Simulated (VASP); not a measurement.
Crystal: KCl.

```xyz
2
Lattice="0.0000 3.5073 3.5073 3.4196 0.0000 3.5073 3.4196 3.5073 0.0000" Properties=species:S:1:pos:R:3 pbc="T T T"
K     0.0000    0.0000    0.0000
Cl    1.7098    1.7536    1.7536
```

This cell differs from its parent crystal: uniaxial x strain -2.5%.

Base run:

* Program: VASP 6.6.1
* Functional: HSE06
* Potentials or basis: VASP PAW PBE potentials, release 64 (K_sv, Cl)
* Cutoff: 520 eV
* k mesh: 4 × 4 × 4
* Occupations: gaussian, width 0.01 eV
* Spin: no spin polarisation

Its results: band gap on the k mesh 6.07 eV (least direct gap 6.11 eV); pressure 0.5 GPa.

**Question.** The run is repeated on the same cell with these changes: functional from HSE06 to PBE. What comes out?

**Answer.** Band gap on the k mesh 4.82 eV (least direct gap 4.86 eV); pressure 0.6 GPa.

Caveats: the PAW data sets were made with another functional, which shifts forces and pressure a little (at least some runs).

A k mesh can miss the band edges.
